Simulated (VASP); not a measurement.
NaB2, 6 atoms in the cell. The structure is cubic, space group Fd-3m (No. 227). Conventional cell: a = 6.080 Å, b = 6.080 Å, c = 6.080 Å, α = 90.00°, β = 90.00°, γ = 90.00°. Within 3.3 Å of Na (site symmetry -43m) lie 12 B at 2.52 Å and 4 Na at 2.63 Å. Within 2.8 Å of B (site symmetry -3m) lie 6 B at 2.15 Å and 6 Na at 2.52 Å. The cell was built from a structure type or drawn by symmetry, and may not be a known phase.

| Item | Value |
| --- | --- |
| Program | VASP 6.6.1 |
| Task | relaxation of cell and atoms |
| Functional | PBE |
| Potentials or basis | VASP PAW PBE potentials, release 64 (Na_pv, B) |
| Cutoff | 600 eV |
| k mesh | 10 × 10 × 10 |
| Occupations | gaussian, width 0.1 eV |
| Spin | no spin polarisation |
| Dipole correction | no |
| Further INCAR settings | ALGO = Normal; EDIFF = 1e-07; IBRION = 2; EDIFFG = -0.01; NSW = 100; ISIF = 3 |

Potentials or basis: VASP PAW PBE potentials, release 64 (Na_pv, B).

Launch:

```console
$ cat potpaw_PBE.64/Na_pv/POTCAR potpaw_PBE.64/B/POTCAR > POTCAR
$ mpirun -np 1 vasp_std > vasp.out
```

Hardware: 1 thread of Intel Xeon 8259CL (shared host).

Question: How long does it take, and how much memory?

Answer: Run time: 2.7 min on 1 thread of Intel Xeon 8259CL (shared host), peak memory 0.22 GiB. Counts: scf iterations 19, k points 47, ion steps 2.
